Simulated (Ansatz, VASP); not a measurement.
## Ru in VASP and in Ansatz

```
Ru
1.0
     0.10002    1.95509    1.95509
     1.95509    0.10002    1.95509
     1.95509    1.95509    0.10002
Ru
1
Direct
  0.00000 0.00000 0.00000
```

Change from the starting cell: equal engineering shear yz, xz and xy +0.0525, equal normal strain along x, y and z +0.0000.

Alike in both runs: task single point; functional PBE; k mesh 20 × 20 × 20; occupations gaussian, width 0.15 eV; no spin polarisation.

```csv
,VASP,Ansatz
version,VASP 6.6.1,Ansatz 0.2.0
potentials or method,"VASP PAW PBE potentials, release 64 (Ru_pv), cutoff 520 eV","scalar-relativistic, plane waves, PAW"
valence electrons in the cell,14,16
```

|  | VASP | Ansatz | Ansatz less VASP |
| --- | --- | --- | --- |
| gap on the k mesh at the Fermi level (eV) | none | none | - |
| pressure (GPa) | 3.1 | 3.3 | +0.18 |
| traceless stress, the component that is largest in VASP (GPa) | -12.32 | -12.33 | -0.010 |

A gap of «none» marks a metal or a gap that the smearing closes. VASP's potentials hold 14 valence electrons a cell and Ansatz's 16, so a difference there can come from the potentials and not from the codes.
